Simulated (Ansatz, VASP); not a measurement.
**GaSb3 in VASP and in Ansatz**

```xyz
8
Lattice="-6.0836 0.0000 0.0000 0.0000 0.0000 6.0717 0.0000 6.0836 0.0000" Properties=species:S:1:pos:R:3 pbc="T T T"
Sb   -3.0418    0.0000    0.0000
Sb   -3.0418    0.0000    3.0358
Sb    0.0000    0.0000    0.0000
Sb    0.0000    0.0000    3.0358
Sb    0.0000    3.0418    0.0000
Sb    0.0000    3.0418    3.0358
Ga   -3.0418    3.0418    0.0000
Ga   -3.0418    3.0418    3.0358
```

Alike in both runs: functional PBE; k mesh 6 × 6 × 6; occupations gaussian, width 0.1 eV; no spin polarisation.

Ansatz relaxed the structure, and its values are those at the end. VASP's run is a single point on that final structure, the one shown.

```csv
,VASP,Ansatz
version,VASP 6.6.1,Ansatz 0.2.0
potentials or method,"VASP PAW PBE potentials, release 64 (Sb, Ga_d), cutoff 520 eV","scalar-relativistic, plane waves, PAW"
valence electrons in the cell,56,116
```

Ansatz gave:

| Quantity | Value |
| --- | --- |
| gap on the k mesh at the Fermi level (eV) | none |
| pressure (GPa) | -0.1 |

Problem. Estimate VASP's values.

Solution. gap on the k mesh at the Fermi level (eV): none; pressure (GPa): 0.0.

A gap of «none» marks a metal or a gap that the smearing closes. VASP's potentials hold 56 valence electrons a cell and Ansatz's 116, so a difference there can come from the potentials and not from the codes.

Spin-orbit coupling is off throughout.
